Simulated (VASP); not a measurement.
Wanted: the native input for a VASP 6.6.1 run.

| Quantity | Value |
| --- | --- |
| Task | single point |
| Functional | PBE |
| Potentials or basis | VASP PAW PBE potentials, release 64 (Li_sv, H) |
| Cutoff | 520 eV |
| k mesh | 6 × 6 × 6 |
| Occupations | gaussian, width 0.1 eV |
| Spin | no spin polarisation |
| Dipole correction | no |
| Further INCAR settings | ALGO = Normal; EDIFF = 1e-06; NBANDS = 12 |

The structure of LiH lies in POSCAR:

```
LiH
1.0
    2.8136759009      0.2094975968      0.2446132972
   -0.3454085566      3.9752024090      0.3461554567
   -0.2054683804     -0.2674271569      2.8139736768
Li H
2 2
Direct
    0.7476835551      0.7496878483      0.7537206790
    0.2523164449      0.2503121517      0.2462793210
    0.2523409649      0.7496479868      0.2497406255
    0.7476590351      0.2503520132      0.7502593745
```

The input as run:

INCAR

```
  ALGO = Normal
  EDIFF = 1E-6
  ENCUT = 520
  GGA = PE
  ISIF = 2
  ISMEAR = 0
  LASPH = T
  LCHARG = F
  LREAL = F
  LWAVE = F
  NBANDS = 12
  NELM = 80
  PREC = Accurate
  SIGMA = 0.1
```

KPOINTS

```
k-points
0
Gamma
  6 6 6
```

Potentials or basis: VASP PAW PBE potentials, release 64 (Li_sv, H).

Command:

```sh
$ cat potpaw_PBE.64/Li_sv/POTCAR potpaw_PBE.64/H/POTCAR > POTCAR
$ mpirun -np 1 vasp_std > vasp.out
```

Results of the run:

```json
{
 "Largest force": "0.036 eV/Å",
 "Band gap on the k mesh": "2.91 eV"
}
```

It took 12 s on 1 thread of Intel(R) Xeon(R) 6975P-C (Granite Rapids), on a shared host, peak memory 0.15 GiB.
